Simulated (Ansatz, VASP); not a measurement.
## Two plane-wave programs on Bi2Te3

Contents of INCAR:

```
SYSTEM = Bi2Te3
ALGO = Normal ; EDIFF = 1E-6
ENCUT = 500 ; GGA = PE
GGA_COMPAT = .FALSE. ; ISIF = 2
ISMEAR = 1 ; LASPH = .TRUE.
LCHARG = .FALSE. ; LREAL = .FALSE.
LWAVE = .FALSE. ; NBANDS = 32
NELM = 120 ; PREC = Accurate
SIGMA = 0.01
```

KPOINTS

```
k-points
0
G
  4 4 4
  0 0 0
```

POSCAR

```
Bi2Te3
1.0
    2.1930000000      1.2661291403     10.1656666667
   -2.1930000000      1.2661291403     10.1656666667
    0.0000000000     -2.5322582807     10.1656666667
Bi Te
2 3
Direct
    0.3999996667      0.3999996667      0.3999996667
    0.6000003333      0.6000003333      0.6000003333
    0.0000000000      0.0000000000      0.0000000000
    0.2095003333      0.2095003333      0.2095003333
    0.7904996667      0.7904996667      0.7904996667
```

Input for Ansatz:

```yaml
crystal:
  lattice:
    a: 4.386
    b: 4.386
    c: 30.497
    alpha: 90.0
    beta: 90.0
    gamma: 120.0
  space_group: 166
  atoms:
    - { symbol: Bi, position: [0.6666666666666666, 0.3333333333333333, 0.733333] }
    - { symbol: Te, position: [0.0, 0.0, 0.0] }
    - { symbol: Te, position: [0.3333333333333333, 0.6666666666666666, 0.876167] }
  reduce_to_primitive: true
basis:
  ecutwfc: 517.016338673772
kpoints:
  mp_grid:
    grid: [4, 4, 4]
hamiltonian:
  xc: pbe
scf:
  occupations:
    method: cold
    width: 0.01
output:
  stress: true
```

Alike in both runs: task single point; functional PBE; k mesh 4 × 4 × 4; no spin polarisation.

```csv
,VASP,Ansatz
version,VASP 6.6.1,Ansatz 0.2.0
potentials or method,"VASP PAW PBE potentials, release 64 (Bi_d, Te), cutoff 500 eV","plane waves, PAW"
occupations,"methfessel-paxton of order 1, width 0.01 eV","cold, width 0.01 eV"
valence electrons in the cell,48,78
```

Ansatz gave:

* pressure (GPa): 1.9
* traceless stress, the component that is largest in VASP (GPa): -0.20

Problem. Estimate VASP's values.

Solution. Pressure (GPa): 1.8; traceless stress, the component that is largest in VASP (GPa): -0.20.

VASP's potentials hold 48 valence electrons a cell and Ansatz's 78, so a difference there can come from the potentials and not from the codes.

Spin-orbit coupling is off throughout.
